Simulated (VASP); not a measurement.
# LaY4F (F-43m) in VASP: single point with PBE

Aim: the single point of LaY4F with PBE.

Everything below comes from runs of VASP 6.6.1. Logs are shortened: lines on timing, memory, paths and dates and some standing lists are left out, and cuts for length are marked.

### 1 The cell of the first run

The structure is cubic, space group F-43m (No. 216). Conventional cell: a = 8.223 Å, b = 8.223 Å, c = 8.223 Å, α = 90.00°, β = 90.00°, γ = 90.00°. La (site symmetry -43m) has 4 Y at 1.46 Å within 1.9 Å. Within 1.9 Å of Y (site symmetry 3m) lie 1 La at 1.46 Å. F (site symmetry -43m) has 12 Y at 3.48 Å and 6 La at 4.11 Å within 4.6 Å.

The cell was generated, and may not be a known phase.

### 2 Single point, PBE

File INCAR:

```
  PREC = Accurate
  ENCUT = 1350
  EDIFF = 1E-6
  ISMEAR = 0
  SIGMA = 0.1
  LREAL = F
  LASPH = T
  NELM = 200
  ALGO = Normal
  ISIF = 2
  LWAVE = F
  LCHARG = T
  GGA = PE
  LELF = T
  LVHAR = T
  NBANDS = 40
  GGA_COMPAT = F
  LMAXMIX = 6
```

File KPOINTS:

```
regular mesh
0
Gamma
  4 4 4
```

File POSCAR:

```
LaY4F
1.0
    0.0000000000      4.1117122500      4.1117122500
    4.1117122500      0.0000000000      4.1117122500
    4.1117122500      4.1117122500      0.0000000000
La Y F
1 4 1
Direct
    0.5000000000      0.5000000000      0.5000000000
    0.1927543900      0.6024152000      0.6024152000
    0.6024152000      0.6024152000      0.6024152000
    0.6024152000      0.1927543900      0.6024152000
    0.6024152000      0.6024152000      0.1927543900
    0.0000000000      0.0000000000      0.0000000000
```

Potentials or basis: VASP PAW PBE potentials, release 64 (La, Y_sv, F_h).

Run with:

```
$ cat potpaw_PBE.64/La/POTCAR potpaw_PBE.64/Y_sv/POTCAR potpaw_PBE.64/F_h/POTCAR > POTCAR
$ mpirun -np 1 vasp_std > vasp.out
```

OUTCAR:

```text
PREC = Accurate
   ENCUT = 1350
   EDIFF = 1E-6
   ISMEAR = 0
   LREAL = F
   LASPH = T
   NELM = 200
   ISIF = 2
   GGA = PE

 ion  position               nearest neighbor table
   1  0.500  0.500  0.500-   3 1.46   2 1.46   4 1.46   5 1.46
   2  0.193  0.602  0.602-   1 1.46   3 2.38   4 2.38   5 2.38   4 3.43   5 3.43   3 3.43
   3  0.602  0.602  0.602-   1 1.46   2 2.38   4 2.38   5 2.38   4 3.43   5 3.43   2 3.43
   4  0.602  0.193  0.602-   1 1.46   2 2.38   3 2.38   5 2.38   2 3.43   5 3.43   3 3.43
   5  0.602  0.602  0.193-   1 1.46   2 2.38   3 2.38   4 2.38   2 3.43   4 3.43   3 3.43
   6  0.000  0.000  0.000-

 -----------------------------------------------------------------------------
|                                                                             |
|           W    W    AA    RRRRR   N    N  II  N    N   GGGG   !!!           |
|           W    W   A  A   R    R  NN   N  II  NN   N  G    G  !!!           |
|           W    W  A    A  R    R  N N  N  II  N N  N  G       !!!           |
|           W WW W  AAAAAA  RRRRR   N  N N  II  N  N N  G  GGG   !            |
|           WW  WW  A    A  R   R   N   NN  II  N   NN  G    G                |
|           W    W  A    A  R    R  N    N  II  N    N   GGGG   !!!           |
|                                                                             |
|     The distance between some ions is very small. Please check the          |
|     nearest-neighbor list in the OUTCAR file.                               |
|     I HOPE YOU KNOW WHAT YOU ARE DOING!                                     |
|                                                                             |
 -----------------------------------------------------------------------------

  LATTYP: Found a face centered cubic cell.
 ALAT       =     8.2234245000

  Lattice vectors:

 A1 = (   0.0000000000,   4.1117122500,   4.1117122500)
 A2 = (   4.1117122500,   0.0000000000,   4.1117122500)
 A3 = (   4.1117122500,   4.1117122500,   0.0000000000)

Analysis of symmetry for initial positions (statically):
=====================================================================
 Subroutine PRICEL returns:
 Original cell was already a primitive cell.

 Routine SETGRP: Setting up the symmetry group for a
 face centered cubic supercell.

 Subroutine GETGRP returns: Found 24 space group operations
 (whereof 24 operations were pure point group operations)
 out of a pool of 48 trial point group operations.

The static configuration has the point symmetry T_d .

Analysis of symmetry for dynamics (positions and initial velocities):
=====================================================================
 Subroutine PRICEL returns:
 Original cell was already a primitive cell.

 Routine SETGRP: Setting up the symmetry group for a
 face centered cubic supercell.

 Subroutine GETGRP returns: Found 24 space group operations
 (whereof 24 operations were pure point group operations)
 out of a pool of 48 trial point group operations.

The dynamic configuration has the point symmetry T_d .

 Subroutine INISYM returns: Found 24 space group operations
 (whereof 24 operations are pure point group operations),
 and found     1 'primitive' translations

----------------------------------------------------------------------------------------

                                     Primitive cell

  volume of cell :     139.0267

  direct lattice vectors                    reciprocal lattice vectors
     0.000000000  4.111712250  4.111712250    -0.121603840  0.121603840  0.121603840
     4.111712250  0.000000000  4.111712250     0.121603840 -0.121603840  0.121603840
     4.111712250  4.111712250  0.000000000     0.121603840  0.121603840 -0.121603840

  length of vectors
     5.814839229  5.814839229  5.814839229     0.210624030  0.210624030  0.210624030

  position of ions in fractional coordinates (direct lattice)
     0.500000000  0.500000000  0.500000000
     0.192754390  0.602415200  0.602415200
     0.602415200  0.602415200  0.602415200
     0.602415200  0.192754390  0.602415200
     0.602415200  0.602415200  0.192754390
     0.000000000  0.000000000  0.000000000

  ion indices of the primitive-cell ions
   primitive index   ion index
                 1           1
                 2           2
                 3           3
                 4           4
                 5           5
                 6           6

----------------------------------------------------------------------------------------

 KPOINTS: regular mesh

Automatic generation of k-mesh.
 Grid dimensions read from file:
 generate k-points for:    4    4    4

 Generating k-lattice:

  Cartesian coordinates                     Fractional coordinates (reciprocal lattice)
    -0.030400960  0.030400960  0.030400960     0.250000000  0.000000000  0.000000000
     0.030400960 -0.030400960  0.030400960     0.000000000  0.250000000  0.000000000
     0.030400960  0.030400960 -0.030400960     0.000000000  0.000000000  0.250000000

  Length of vectors
     0.052656007  0.052656007  0.052656007

  Shift w.r.t. Gamma in fractional coordinates (k-lattice)
     0.000000000  0.000000000  0.000000000

 Subroutine IBZKPT returns following result:
 ===========================================

 Found      8 irreducible k-points:

 Following reciprocal coordinates:
            Coordinates               Weight
  0.000000  0.000000  0.000000      1.000000
  0.250000  0.000000  0.000000      8.000000
  0.500000  0.000000  0.000000      4.000000
  0.250000  0.250000  0.000000      6.000000
  0.500000  0.250000  0.000000     24.000000
 -0.250000  0.250000  0.000000     12.000000
  0.500000  0.500000  0.000000      3.000000
 -0.250000  0.500000  0.250000      6.000000
   k-points           NKPTS =      8   k-points in BZ     NKDIM =      8   number of bands    NBANDS=     40
   number of dos      NEDOS =    301   number of ions     NIONS =      6
   total plane-waves  NPLWV = 343000
   dimension x,y,z NGX =    70 NGY =   70 NGZ =   70
   dimension x,y,z NGXF=   140 NGYF=  140 NGZF=  140
   ions per type =               1   4   1
   NGX,Y,Z   is equivalent  to a cutoff of  20.01, 20.01, 20.01 a.u.
   NGXF,Y,Z  is equivalent  to a cutoff of  40.03, 40.03, 40.03 a.u.
 SYSTEM =  unknown system
   PREC   = accura    normal or accurate (medium, high low for compatibility)
   ISTART =      0    job   : 0-new  1-cont  2-samecut
   ICHARG =      2    charge: 1-file 2-atom 10-const
   ISPIN  =      1    spin polarized calculation?
   LNONCOLLINEAR =      F non collinear calculations
   LSORBIT =      F    spin-orbit coupling
   LASPH  =      T    aspherical Exc in radial PAW
   ENCUT  = 1350.0 eV  99.22 Ry    9.96 a.u.  17.42 17.42 17.42*2*pi/ulx,y,z
   NELM   =    200;   NELMIN=  2; NELMDL= -5     # of ELM steps
   EDIFF  = 0.1E-05   stopping-criterion for ELM
   LREAL  =      F    real-space projection
[... 7 lines left out ...]
   TEBEG  =    0.0;   TEEND  =   0.0 temperature during run
   PSTRESS=    0.0 pullay stress
   NELECT =      62.0000    total number of electrons
   NUPDOWN=      -1.0000    fix difference up-down
   EMIN   =  10.00;   EMAX   =-10.00  energy-range for DOS
   EFERMI =   0.00;   METHOD = LEGACY
   ISMEAR =     0;   SIGMA  =   0.10  broadening in eV -4-tet -1-fermi 0-gaus
   EFERMI_NEDOS =   21; number of points for ismear=-14 and -15
   IALGO  =     38    algorithm
   IMIX   =      4    mixing-type and parameters
     AMIX     =   0.40;   BMIX     =  1.00
     AMIX_MAG =   1.60;   BMIX_MAG =  1.00
  volume/ion in A,a.u.               =      23.17       156.37
  Fermi-wavevector in a.u.,A,eV,Ry     =   1.250756  2.363587 21.284834  1.564391
  Thomas-Fermi vector in A             =   2.384736
   LORBIT       =      0    0 simple, 1 ext, 2 COOP (PROOUT), +10 PAW based schemes
   GGA     = PE    functional components
   LHFCALC =     F    Hartree Fock is set to
   AEXX    =    0.0000 exact exchange contribution
   IVDW    =     0    specifies the selected vdW correction
   LEPSILON=     F    determine dielectric tensor
   LRPA    =     F    only Hartree local field effects (RPA)
 non-spin polarized calculation
 Gauss-broadening in eV      SIGMA  =   0.10
  energy-cutoff  :     1350.00
  volume of cell :      139.03
 maximum number of plane-waves:     15694
 NGX is ok and might be reduce to    70
   NGX = 35   NGY = 35   NGZ = 35

 number of electron      62.0000001 magnetization

 Free energy of the ion-electron system (eV)
  ---------------------------------------------------
  ext. energy  EPLUGINS =         0.00000000
  ---------------------------------------------------
  free energy    TOTEN  =        90.21559576 eV

  energy without entropy =       90.25994150  energy(sigma->0) =       90.23776863

 E-fermi :   3.0449     XC(G=0):  -8.9005

 val. band max:        3.0132236350   @ k =  -0.2500   0.5000   0.2500
 cond. band min:       3.0799749148   @ k =   0.5000   0.2500   0.0000
 fundamental gap:      0.0667512798
 Fermi energy:         3.0449456856

 k-point     1 :       0.0000    0.0000    0.0000
  band No.  band energies     occupation
      1     -58.6973      2.00000
      2     -45.5195      2.00000
      3     -43.4467      2.00000
      4     -43.4467      2.00000
      5     -43.4467      2.00000
      6     -25.9283      2.00000
[... 32 lines left out ...]
     39       7.3495      0.00000
     40       7.3495      0.00000

 k-point     2 :       0.2500    0.0000    0.0000
  band No.  band energies     occupation
      1     -58.6935      2.00000
      2     -45.5195      2.00000
      3     -43.4508      2.00000
      4     -43.4469      2.00000
      5     -43.4469      2.00000
      6     -25.9539      2.00000
[... 32 lines left out ...]
     39       6.8165      0.00000
     40       6.8166      0.00000

 k-point     3 :       0.5000    0.0000    0.0000
  band No.  band energies     occupation
      1     -58.6897      2.00000
      2     -45.5194      2.00000
      3     -43.4549      2.00000
      4     -43.4471      2.00000
      5     -43.4471      2.00000
      6     -25.9777      2.00000
[... 32 lines left out ...]
     39       6.3959      0.00000
     40       6.3959      0.00000

 k-point     4 :       0.2500    0.2500    0.0000
  band No.  band energies     occupation
      1     -58.6924      2.00000
      2     -45.5195      2.00000
      3     -43.4519      2.00000
      4     -43.4472      2.00000
      5     -43.4472      2.00000
      6     -25.9760      2.00000
[... 32 lines left out ...]
     39       7.1466      0.00000
     40       7.2456      0.00000

 k-point     5 :       0.5000    0.2500    0.0000
  band No.  band energies     occupation
      1     -58.6886      2.00000
      2     -45.5194      2.00000
      3     -43.4558      2.00000
      4     -43.4475      2.00000
      5     -43.4474      2.00000
      6     -26.0017      2.00000
[... 32 lines left out ...]
     39       6.2916      0.00000
     40       6.5414      0.00000

 k-point     6 :      -0.2500    0.2500    0.0000
  band No.  band energies     occupation
      1     -58.6899      2.00000
      2     -45.5194      2.00000
      3     -43.4546      2.00000
      4     -43.4474      2.00000
      5     -43.4471      2.00000
      6     -25.9876      2.00000
[... 32 lines left out ...]
     39       6.2643      0.00000
     40       6.4501      0.00000

 k-point     7 :       0.5000    0.5000    0.0000
  band No.  band energies     occupation
      1     -58.6871      2.00000
      2     -45.5194      2.00000
      3     -43.4570      2.00000
      4     -43.4476      2.00000
      5     -43.4476      2.00000
      6     -26.0191      2.00000
[... 32 lines left out ...]
     39       6.5588      0.00000
     40       6.5588      0.00000

 k-point     8 :      -0.2500    0.5000    0.2500
  band No.  band energies     occupation
      1     -58.6872      2.00000
      2     -45.5194      2.00000
      3     -43.4570      2.00000
      4     -43.4476      2.00000
      5     -43.4476      2.00000
      6     -26.0135      2.00000
[... 32 lines left out ...]
     39       6.3327      0.00000
     40       6.3618      0.00000

------------------------ aborting loop because EDIFF is reached ----------------------------------------

  FORCE on cell =-STRESS in cart. coord.  units (eV):
  Direction    XX          YY          ZZ          XY          YZ          ZX
  --------------------------------------------------------------------------------------
  -------------------------------------------------------------------------------------
  Total     -171.6480104   -171.6480104   -171.6480104      0.0000000     -0.0000000      0.0000000
  in kB    -1978.1135554  -1978.1135554  -1978.1135554      0.0000000     -0.0000000      0.0000000
  external PRESSURE =   -1978.1135554 kB  Pullay stress =       0.0000000 kB

 VOLUME and BASIS-vectors are now :
 -----------------------------------------------------------------------------
  energy-cutoff  :     1350.00
  volume of cell :      139.03
      direct lattice vectors                 reciprocal lattice vectors
     0.000000000  4.111712250  4.111712250    -0.121603840  0.121603840  0.121603840
     4.111712250  0.000000000  4.111712250     0.121603840 -0.121603840  0.121603840
     4.111712250  4.111712250  0.000000000     0.121603840  0.121603840 -0.121603840

 POSITION                                       TOTAL-FORCE (eV/Angst)
 -----------------------------------------------------------------------------------
      4.11171      4.11171      4.11171        -0.000000     -0.000000      0.000000
      4.95392      3.26951      3.26951       -50.304077     50.304077     50.304077
      4.95392      4.95392      4.95392       -50.304077    -50.304077    -50.304077
      3.26951      4.95392      3.26951        50.304077    -50.304077     50.304077
      3.26951      3.26951      4.95392        50.304077     50.304077    -50.304077
      0.00000      0.00000      0.00000         0.000000     -0.000000     -0.000000
 -----------------------------------------------------------------------------------
    total drift:                                0.000108      0.000108      0.000108

  FREE ENERGIE OF THE ION-ELECTRON SYSTEM (eV)
  ---------------------------------------------------
  free  energy   TOTEN  =        90.2155957566 eV

  energy  without entropy=       90.2599415024  energy(sigma->0) =       90.23776863
```

Wall time 11 min (1 thread of Intel Xeon 6975P-C (Granite Rapids), shared host); peak memory 0.83 GiB.

Results:

| Property | Result |
| --- | --- |
| Free energy | 90.2156 eV |
| Pressure | -197.8 GPa |
| Largest force | 87.129 eV/Å |
| Band gap on the k mesh | zero (bands 31 and 32 overlap by 1.12 eV) |

Forces on the atoms (eV/Å):
```
La    0.000   0.000   0.000
Y   -50.304  50.304  50.304
Y   -50.304 -50.304 -50.304
Y    50.304 -50.304  50.304
Y    50.304  50.304 -50.304
F     0.000   0.000   0.000
```

Caveat: atoms lie so close that the PAW spheres overlap strongly, which falsifies energies and pressures; the cell stands under tension; spin-orbit coupling is left out, which moves the levels of the heavy elements; forces of over 1 eV/Å act on the atoms, so gaps and moduli don't describe the material at rest.

The gap in the log of VASP goes by the Fermi energy; the results here count the filled bands.